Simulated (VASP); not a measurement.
WC, 2 atoms in the cell. Symmetry: Imm2, No. 44, orthorhombic system. The conventional cell has a = 3.101 Å, b = 4.385 Å, c = 3.101 Å, α = 90.00°, β = 90.00°, γ = 90.00°. W (site symmetry mm2) has 6 C at 2.12 to 2.26 Å within 2.8 Å. C (site symmetry mm2) has 6 W at 2.12 to 2.26 Å within 2.8 Å.  This cell differs from its parent crystal: all W atoms moved -0.100 Å, as atom 1 towards its neighbour atom 1 (W) at 3.101 Å.

```yaml
Program: VASP 6.6.1
Task: single point
Functional: PBEsol
Potentials_or_basis: VASP PAW PBE potentials, release 64 (W_sv, C)
Cutoff: 520 eV
k_mesh: 18 × 18 × 18
Occupations: gaussian, width 0.15 eV
Spin: no spin polarisation
Dipole_correction: no
Further_INCAR_settings: ALGO = Normal; EDIFF = 1e-06; NBANDS = 16
```

Potentials or basis: VASP PAW PBE potentials, release 64 (W_sv, C).

Command:

```bash
$ cat potpaw_PBE.64/W_sv/POTCAR potpaw_PBE.64/C/POTCAR > POTCAR
$ mpirun -np 1 vasp_std > vasp.out
```

Hardware: 1 thread of Intel(R) Xeon(R) 6975P-C (Granite Rapids), on a shared host.

Task: Estimate the wall time of this run.

Result: It took 72 s on 1 thread of Intel(R) Xeon(R) 6975P-C (Granite Rapids), on a shared host, peak memory 0.37 GiB. Counts: scf iterations 12, k points 865.
